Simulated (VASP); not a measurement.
## Fe: single point with PBE

Crystal: Fe.

```xyz
1
Lattice="-1.3808 1.3808 1.3808 1.3808 -1.3808 1.3808 1.3808 1.3808 -1.3808" Properties=species:S:1:pos:R:3 pbc="T T T"
Fe    0.0000    0.0000    0.0000
```

| Property | Result |
| --- | --- |
| Program | VASP 6.6.1 |
| Task | single point |
| Functional | PBE |
| Potentials or basis | VASP PAW PBE potentials, release 64 (Fe) |
| Cutoff | 600 eV |
| k mesh | 23 × 23 × 23 |
| Occupations | fermi-dirac, width 0.1 eV |
| Spin | no spin polarisation |

The pressure is -0.5 GPa and the band gap on the k mesh is zero (bands 4 and 5 overlap by 2.04 eV).

Levels at points of the mesh, in eV from the Fermi level:
```csv
k point,band 1,band 2,band 3,band 4,band 5,band 6,band 7,band 8
"(0.00, 0.00, 0.00)",-8.87,-1.77,-1.77,-1.77,-0.04,-0.04,25.62,25.62
```

Run time: 32 s on 1 thread of Intel(R) Xeon(R) Platinum 8375C CPU @ 2.90GHz (Ice Lake), with other jobs on the host, peak memory 0.16 GiB.

Caveat: the run has no spin polarisation, though such a crystal can be magnetic. Spin polarisation is off, so any magnetic state and its effect on volume and gap are missing.
